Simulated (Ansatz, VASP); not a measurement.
Ag: VASP beside Ansatz

Contents of INCAR:

```
  PREC = Accurate
  ENCUT = 520
  EDIFF = 1E-6
  ISMEAR = -1
  SIGMA = 0.05
  LREAL = F
  LASPH = T
  NELM = 60
  ALGO = Normal
  ISIF = 2
  LWAVE = F
  LCHARG = T
  GGA = PE
  LELF = T
  LVHAR = T
  NBANDS = 24
```

File KPOINTS:

```
regular mesh
0
Gamma
  8 8 11
```

POSCAR

```
Ag
1.0
    4.7278906740      0.0000000000      0.0000000000
   -2.3639453370      4.0944734300      0.0000000000
    0.0000000000      0.0000000000      2.8276034994
Ag
3
Direct
    0.0000000000      0.0000000000      0.0000000000
    0.3333333333      0.6666666667      0.5000000000
    0.6666666667      0.3333333333      0.5000000000
```

Input for Ansatz:

```yaml
crystal:
  lattice:
    - [4.727890674, 0.0, 0.0]
    - [-2.363945337, 4.09447343, 0.0]
    - [0.0, 0.0, 2.8276034994]
  atoms:
    - { symbol: Ag, position: [0.0, 0.0, 0.0] }
    - { symbol: Ag, position: [0.3333333333, 0.6666666667, 0.5] }
    - { symbol: Ag, position: [0.6666666667, 0.3333333333, 0.5] }
kpoints:
  mp_grid: { grid: [8, 8, 11] }
scf:
  occupations: { method: fermi_dirac, width: 0.05 }
hamiltonian:
  xc: pbe
  pseudopotentials: { kind: all_electron, datasets: crystal }
output:
  forces: true
  stress: true
  eigenvalues: true
```

Change from the starting cell: volume scaled by 1, crystal datasets.

Alike in both runs: task single point; functional PBE; k mesh 8 × 8 × 11; occupations fermi-dirac, width 0.05 eV; no spin polarisation.

|  | VASP | Ansatz |
| --- | --- | --- |
| version | VASP 6.6.1 | Ansatz 0.2.0 |
| potentials or method | VASP PAW PBE potentials, release 64 (Ag), cutoff 520 eV | all-electron PAW with datasets made for the crystal, scalar-relativistic |

```csv
,VASP,Ansatz,Ansatz less VASP
pressure (GPa),-0.1,0.0,+0.10
```

Ansatz ran all-electron here, and VASP with PAW potentials.
